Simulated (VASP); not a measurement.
Write the native input for VASP 6.6.1 that does the following.

| Property | Result |
| --- | --- |
| Task | electric field gradients |
| Functional | PBEsol |
| Potentials or basis | VASP PAW PBE potentials, release 64 (W_sv) |
| Cutoff | 520 eV |
| k mesh | 14 × 14 × 14 |
| Occupations | fermi-dirac, width 0.05 eV |
| Spin | no spin polarisation |
| Dipole correction | no |
| Further INCAR settings | ALGO = Normal; EDIFF = 1e-08; NBANDS = 13 |

The structure of W lies in POSCAR:

```
W
1.0
    0.0000000000      2.0434441004      2.0434441004
    2.0434441004      0.0000000000      2.0434441004
    2.0434441004      2.0434441004      0.0000000000
W
1
Direct
    0.0000000000      0.0000000000      0.0000000000
```

This cell differs from its parent crystal: volume scaled by 1.02.

One way to write it, as run:

INCAR

```
SYSTEM = W
PREC = Accurate ; ENCUT = 520
EDIFF = 1E-8 ; ISMEAR = -1
SIGMA = 0.05 ; LREAL = .False.
LASPH = .True. ; NELM = 60
ALGO = Normal ; ISIF = 2
LWAVE = .False. ; LCHARG = .False.
GGA = PS ; LEFG = .True.
NBANDS = 13
```

KPOINTS

```
regular mesh
0
Gamma
  14 14 14
  0 0 0
```

Potentials or basis: VASP PAW PBE potentials, release 64 (W_sv).

Run with:

```console
$ cat potpaw_PBE.64/W_sv/POTCAR > POTCAR
$ mpirun -np 1 vasp_std > vasp.out
```

Results of the run:

* Pressure: -17.0 GPa
* Band gap on the k mesh: zero (band 7 reaches 12.65 eV, above the bottom of band 8 at 9.27 eV)

Caveat: without QUAD_EFG the Cq values of the log hold for a quadrupole moment of 1 mb, not for the nuclei; the PAW data sets were made with another functional, which shifts forces and pressure a little; spin-orbit coupling is left out, which moves the levels of the heavy elements.

It took 15 s on 1 thread of Intel(R) Xeon(R) Platinum 8488C (Sapphire Rapids) (shared host), peak memory 0.15 GiB.
